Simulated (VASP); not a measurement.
A run of VASP 6.6.1 is set up as follows.

File INCAR:

```
PREC     = Accurate       # precision mode
ENCUT    = 520            # plane-wave cutoff, eV
EDIFF    = 1E-6           # SCF threshold, eV
ISMEAR   = 0              # smearing method
SIGMA    = 0.05           # smearing width, eV
LREAL    = False          # projectors in reciprocal space
LASPH    = True           # aspherical terms in the spheres
NELM     = 80             # most SCF steps
ALGO     = Normal         # electronic algorithm
ISIF     = 2              # what is computed and relaxed
LWAVE    = False          # write WAVECAR
LCHARG   = False          # write CHGCAR
GGA      = PE             # functional
NBANDS   = 16             # bands
```

Contents of KPOINTS:

```
Automatic mesh
0
Gamma
  6 6 4
```

The input POSCAR:

```
AlN
1.0
    3.2700969698     -0.1938182793      0.0499944603
   -1.8029000385      2.7868764590     -0.0806939157
    0.0799975093     -0.1029089864      4.4607515461
Al N
2 2
Direct
    0.3510025803      0.6817442065     -0.0567714116
    0.5941995236      0.2102939272      0.5209444624
    0.4246266692      0.7814406159      0.3612570181
    0.6301712270      0.3265212503      0.9445699311
```

Potentials or basis: VASP PAW PBE potentials, release 64 (Al, N).

Launch:

```sh
$ cat potpaw_PBE.64/Al/POTCAR potpaw_PBE.64/N/POTCAR > POTCAR
$ mpirun -np 1 vasp_std > vasp.out
```

(1) Estimate the largest force.

(2) Predict the pressure.

Answers

(1) 29.940 eV/Å.

(2) 69.9 GPa.

Caveat: the cell differs from its parent crystal (atoms moved at random and the cell strained at random); forces of over 1 eV/Å act on the atoms, so gaps and moduli don't describe the material at rest.
